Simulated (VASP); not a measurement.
# NaNb2O5 (P-6m2) in VASP: single point with PBE

Aim: the single point of NaNb2O5 with PBE.

All numbers are computed with VASP 6.6.1; they aren't measurements. Logs are shortened: lines on timing, memory, paths and dates and some standing lists are left out, and cuts for length are marked.

## 1. The cell of the first run

It takes space group P-6m2 (No. 187, hexagonal). Conventional cell: a = 7.358 Å, b = 7.358 Å, c = 4.428 Å, α = 90.00°, β = 90.00°, γ = 120.00°. Within 5.6 Å of Na (site symmetry -6m2) lie 18 O at 4.25 to 4.31 Å and 2 Na at 4.43 Å and 12 Nb at 4.79 Å. Within 2.9 Å of Nb (site symmetry -6m2) lie 5 O at 2.21 to 2.47 Å. Nb (site symmetry -6m2) has 5 O at 1.77 to 2.21 Å within 2.4 Å. O (site symmetry -6m2) has 2 Nb at 2.21 Å within 2.9 Å. Within 2.5 Å of O (site symmetry mm2) lie 2 Nb at 1.77 to 2.47 Å. Within 2.9 Å of O (site symmetry -6m2) lie 2 Nb at 2.21 Å and 6 O at 2.84 Å.

The cell was generated, and may not be a known phase.

## 2. Single point, PBE, collinear spin

Input file INCAR:

```
PREC     = Accurate       # precision mode
ENCUT    = 520            # plane-wave cutoff, eV
EDIFF    = 1E-6           # SCF threshold, eV
ISMEAR   = 0              # smearing method
SIGMA    = 0.1            # smearing width, eV
LREAL    = False          # projectors in reciprocal space
LASPH    = True           # aspherical terms in the spheres
NELM     = 150            # most SCF steps
ALGO     = Normal         # electronic algorithm
ISIF     = 2              # what is computed and relaxed
LWAVE    = False          # write WAVECAR
LCHARG   = False          # write CHGCAR
ISPIN    = 2              # spin polarisation
MAGMOM   = 0.03 0.85 0.02 -0.15 -0.04 -0.04 -0.04 -0.19 # initial moments
LORBIT   = 11             # projections on sites
LMAXMIX  = 4              # l up to which the mixer works
GGA      = PE             # functional
NBANDS   = 46             # bands
```

Input file KPOINTS:

```
Automatic mesh
0
Gamma
  3 3 4
```

Input file POSCAR:

```
NaNb2O5
1.0
    7.3583562900      0.0000000000      0.0000000000
   -3.6791781400      6.3725234700      0.0000000000
    0.0000000000      0.0000000000      4.4281500200
Na Nb O
1 2 5
Direct
    0.0000000000      0.0000000000      0.0000000000
    0.3333333300      0.6666666700      0.5000000000
    0.6666666700      0.3333333300      0.5000000000
    0.3333333300      0.6666666700      0.0000000000
    0.9450767000      0.4725383500      0.5000000000
    0.5274616500      0.4725383500      0.5000000000
    0.5274616500      0.0549233000      0.5000000000
    0.6666666700      0.3333333300      0.0000000000
```

Potentials or basis: VASP PAW PBE potentials, release 64 (Na_pv, Nb_sv, O).

The run is started by

```
> cat potpaw_PBE.64/Na_pv/POTCAR potpaw_PBE.64/Nb_sv/POTCAR potpaw_PBE.64/O/POTCAR > POTCAR
> mpirun -np 1 vasp_std > vasp.out
```

OUTCAR:

```text
PREC = Accurate
   ENCUT = 520
   EDIFF = 1E-6
   ISMEAR = 0
   LREAL = False
   LASPH = True
   NELM = 150
   ISIF = 2
   ISPIN = 2
   LORBIT = 11
   GGA = PE

 ion  position               nearest neighbor table
   1  0.000  0.000  0.000-
   2  0.333  0.667  0.500-   4 2.21   4 2.21   7 2.47   5 2.47   6 2.47
   3  0.667  0.333  0.500-   7 1.77   5 1.77   6 1.77   8 2.21   8 2.21
   4  0.333  0.667  0.000-   2 2.21   2 2.21
   5  0.945  0.473  0.500-   3 1.77   2 2.47
   6  0.527  0.473  0.500-   3 1.77   2 2.47
   7  0.527  0.055  0.500-   3 1.77   2 2.47
   8  0.667  0.333  0.000-   3 2.21   3 2.21

  LATTYP: Found a hexagonal cell.
 ALAT       =     7.3583562900
 C/A-ratio  =     0.6017852147

  Lattice vectors:

 A1 = (   7.3583562900,   0.0000000000,   0.0000000000)
 A2 = (  -3.6791781400,   6.3725234700,   0.0000000000)
 A3 = (   0.0000000000,   0.0000000000,   4.4281500200)

Analysis of symmetry for initial positions (statically):
=====================================================================
 Subroutine PRICEL returns:
 Original cell was already a primitive cell.

 Routine SETGRP: Setting up the symmetry group for a
 hexagonal supercell.

 Subroutine GETGRP returns: Found 12 space group operations
 (whereof 12 operations were pure point group operations)
 out of a pool of 24 trial point group operations.

The static configuration has the point symmetry D_3h.

Analysis of symmetry for dynamics (positions and initial velocities):
=====================================================================
 Subroutine PRICEL returns:
 Original cell was already a primitive cell.

 Routine SETGRP: Setting up the symmetry group for a
 hexagonal supercell.

 Subroutine GETGRP returns: Found 12 space group operations
 (whereof 12 operations were pure point group operations)
 out of a pool of 24 trial point group operations.

The dynamic configuration has the point symmetry D_3h.

Analysis of structural, dynamic, and magnetic symmetry:
=====================================================================
 Subroutine PRICEL returns:
 Original cell was already a primitive cell.

 Routine SETGRP: Setting up the symmetry group for a
 hexagonal supercell.

 Subroutine GETGRP returns: Found 12 space group operations
 (whereof 12 operations were pure point group operations)
 out of a pool of 24 trial point group operations.

The overall configuration has the point symmetry D_3h.

[... 136 lines left out ...]
  ---------------------------------------------------
  ext. energy  EPLUGINS =         0.00000000
  ---------------------------------------------------
  free energy    TOTEN  =       -57.77073649 eV

  energy without entropy =      -57.73806815  energy(sigma->0) =      -57.75440232

 E-fermi :   0.7946     XC(G=0):  -6.8914

 val. band max:        0.7772489195   @ k =   0.3333   0.0000   0.2500
 cond. band min:       0.8309896643   @ k =   0.0000   0.0000   0.0000
 fundamental gap:      0.0537407448
 Fermi energy:         0.7945843992

 spin component 1

 k-point     1 :       0.0000    0.0000    0.0000
  band No.  band energies     occupation
      1     -56.5541      1.00000
      2     -54.2112      1.00000
      3     -32.5897      1.00000
      4     -32.5897      1.00000
      5     -32.3479      1.00000
      6     -30.9011      1.00000
[... 403 lines left out ...]
     42       5.8211      0.00000
     43       6.0667      0.00000
 Fermi energy:         0.7945843992

 spin component 2

 k-point     1 :       0.0000    0.0000    0.0000
  band No.  band energies     occupation
      1     -55.7674      1.00000
      2     -54.1809      1.00000
      3     -31.6420      1.00000
      4     -31.6420      1.00000
      5     -31.5656      1.00000
      6     -30.8704      1.00000
[... 403 lines left out ...]
     42       5.8502      0.00000
     43       6.0615      0.00000
 [bands above 43 left out]

------------------------ aborting loop because EDIFF is reached ----------------------------------------

  FORCE on cell =-STRESS in cart. coord.  units (eV):
  Direction    XX          YY          ZZ          XY          YZ          ZX
  --------------------------------------------------------------------------------------
  -------------------------------------------------------------------------------------
  Total       -4.0275174     -4.0275174    -24.4954312     -0.0000000      0.0000000      0.0000000
  in kB      -31.0765948    -31.0765948   -189.0083929     -0.0000000      0.0000000      0.0000000
  external PRESSURE =     -83.7205275 kB  Pullay stress =       0.0000000 kB

 VOLUME and BASIS-vectors are now :
 -----------------------------------------------------------------------------
  energy-cutoff  :      520.00
  volume of cell :      207.64
      direct lattice vectors                 reciprocal lattice vectors
     7.358356290  0.000000000  0.000000000     0.135899916  0.078461853  0.000000000
    -3.679178140  6.372523470  0.000000000     0.000000000  0.156923706  0.000000000
     0.000000000  0.000000000  4.428150020     0.000000000  0.000000000  0.225827941

 POSITION                                       TOTAL-FORCE (eV/Angst)
 -----------------------------------------------------------------------------------
      0.00000      0.00000      0.00000         0.000000      0.000000     -0.000000
     -0.00000      4.24835      2.21408        -0.000000      0.000000     -0.000000
      3.67918      2.12417      2.21408        -0.000000      0.000000     -0.000000
     -0.00000      4.24835      0.00000         0.000000      0.000000     -0.000000
      5.21566      3.01126      2.21408         5.449223      3.146110     -0.000000
      2.14270      3.01126      2.21408        -5.449223      3.146110     -0.000000
      3.67918      0.35000      2.21408        -0.000000     -6.292220      0.000000
      3.67918      2.12417      0.00000        -0.000000      0.000000     -0.000000
 -----------------------------------------------------------------------------------
    total drift:                                0.000001     -0.000001     -0.000000

  FREE ENERGIE OF THE ION-ELECTRON SYSTEM (eV)
  ---------------------------------------------------
  free  energy   TOTEN  =       -57.7707364888 eV

  energy  without entropy=      -57.7380681514  energy(sigma->0) =      -57.75440232

 total charge

# of ion       s       p       d       tot
------------------------------------------
    1        0.012   5.945   0.000   5.956
    2        2.098   5.960   2.055  10.113
    3        2.223   6.145   2.380  10.749
    4        1.565   3.288   0.000   4.852
    5        1.577   3.428   0.000   5.006
    6        1.577   3.428   0.000   5.006
    7        1.577   3.428   0.000   5.006
    8        1.562   3.334   0.000   4.897
--------------------------------------------------
tot         12.192  34.956   4.436  51.584

 magnetization (x)

# of ion       s       p       d       tot
------------------------------------------
    1        0.005   0.000   0.000   0.005
    2        0.011   0.010   1.047   1.067
    3        0.000  -0.001   0.045   0.044
    4       -0.003  -0.130   0.000  -0.133
    5        0.000  -0.038   0.000  -0.038
    6        0.000  -0.038   0.000  -0.038
    7        0.000  -0.038   0.000  -0.038
    8       -0.002  -0.152   0.000  -0.154
--------------------------------------------------
tot          0.011  -0.387   1.092   0.716
```

OSZICAR:

```text
N       E                     dE             d eps       ncg     rms          rms(c)
DAV:   1     0.671899427286E+03    0.67190E+03   -0.30977E+04  1736   0.127E+03
DAV:   2     0.502579098712E+01   -0.66687E+03   -0.62068E+03  2000   0.436E+02
DAV:   3    -0.729256740619E+02   -0.77951E+02   -0.76464E+02  2448   0.147E+02
[... 24 lines left out ...]
DAV:  28    -0.577707279546E+02   -0.18859E-04   -0.27884E-05  1990   0.254E-02    0.147E-02
DAV:  29    -0.577707382854E+02   -0.10331E-04   -0.19839E-05  1894   0.192E-02    0.235E-02
DAV:  30    -0.577707349364E+02    0.33490E-05   -0.63349E-06  1792   0.114E-02    0.138E-02
DAV:  31    -0.577707362969E+02   -0.13605E-05   -0.41954E-06  1712   0.903E-03    0.576E-03
DAV:  32    -0.577707364888E+02   -0.19187E-06   -0.92854E-07  1312   0.543E-03
   1 F= -.57770736E+02 E0= -.57754402E+02  d E =-.326683E-01  mag=     0.9981
```

stdout:

```text
POSCAR found type information on POSCAR NaNbO
 POSCAR found :  3 types and       8 ions
 scaLAPACK will be used
 LDA part: xc-table for (Slater+PW92), standard interpolation
 POSCAR, INCAR and KPOINTS ok, starting setup
 FFT: planning ... GRIDC
 FFT: planning ... GRID_SOFT
 FFT: planning ... GRID
 WAVECAR not read
 entering main loop
```

Run time: 12 min. Hardware: 1 thread of Intel Xeon 8259CL, shared host; peak memory 0.49 GiB.

Results:

```
Free energy                                           : -57.7707 eV
Pressure                                              : -8.4 GPa
Largest force                                         : 6.292 eV/Å
Band gap on the k mesh                                : zero (filled and empty bands overlap)
Net moment                                            : 1.00 μB per cell
Site moments                                          : Na +0.01; Nb +1.07, +0.04; O -0.13, -0.04, -0.15 (each value once) μB
Valence electrons inside the program's atomic spheres : Na 5.96; Nb 10.11, 10.75; O 4.85, 5.01, 4.90 (each value once)
```

Forces in eV/Å, atoms in the order of the input:
```
Na   0.000  0.000  0.000
Nb   0.000  0.000  0.000
Nb   0.000  0.000  0.000
O    0.000  0.000  0.000
O    5.449  3.146  0.000
O   -5.449  3.146  0.000
O    0.000 -6.292  0.000
O    0.000  0.000  0.000
```

Caveat: the stress differs along the axes, from -19 to -3 GPa; forces of over 1 eV/Å act on the atoms, so gaps and moduli don't describe the material at rest.

The gap in the log of VASP goes by the Fermi energy; the results here count the filled bands.